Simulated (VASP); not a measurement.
Write the native input for VASP 6.6.1 that does the following.

| Property | Result |
| --- | --- |
| Task | single point |
| Functional | LDA |
| Potentials or basis | VASP PAW LDA potentials, release 64 (Te, Mo_sv) |
| Cutoff | 520 eV |
| k mesh | 12 × 12 × 1 |
| Occupations | gaussian, width 0.05 eV |
| Spin | no spin polarisation |
| Dipole correction | no |
| Further INCAR settings | ALGO = Normal; EDIFF = 1e-06; NBANDS = 49 |

The structure of Te2Mo lies in POSCAR:

```
Te2Mo
1.0
    3.4709964735      0.0000000000      0.0000000000
   -1.7354982368      3.0059711225      0.0000000000
    0.0000000000      0.0000000000     30.2065362563
Te Mo
6 3
Direct
    0.0013179351      0.0009647955      0.9405159683
    0.3815336879      0.7019517752      0.7128929968
    0.2864471398      0.6323435908      0.1682534351
    0.3802195269      0.7009897425      0.8317465649
    0.2851329788      0.6313815582      0.2871070032
   -0.0013179351     -0.0009647955      0.0594840317
    0.0474271635      0.0347190933      0.7722229666
   -0.0474271635     -0.0347190933      0.2277770334
    0.3333333333      0.6666666667      0.0000000000
```

This cell differs from its parent crystal: atoms displaced along a vibrational mode.

The input as run:

INCAR

```
SYSTEM = Te2Mo
PREC = Accurate ; ENCUT = 520
EDIFF = 1E-6 ; ISMEAR = 0
SIGMA = 0.05 ; LREAL = .False.
LASPH = .True. ; NELM = 80
ALGO = Normal ; ISIF = 2
LWAVE = .False. ; LCHARG = .False.
NBANDS = 49 ; KPAR = 4
```

KPOINTS

```
regular mesh
0
Gamma
  12 12 1
  0 0 0
```

Potentials or basis: VASP PAW LDA potentials, release 64 (Te, Mo_sv).

The run is started by

```bash
$ cat potpaw_LDA.64/Te/POTCAR potpaw_LDA.64/Mo_sv/POTCAR > POTCAR
$ mpirun -np 4 vasp_std > vasp.out
```

It gave:

```
Largest force          : 0.059 eV/Å
Band gap on the k mesh : 0.82 eV (least direct gap 1.15 eV)
```

Caveat: the cell differs from its parent crystal (atoms displaced along a vibrational mode); spin-orbit coupling is left out, which moves the levels of the heavy elements.

Wall time 11 min on 4 MPI ranks on Intel(R) Xeon(R) Platinum 8259CL CPU @ 2.50GHz (Skylake/Cascade Lake) (shared host), peak memory 0.97 GiB a rank.
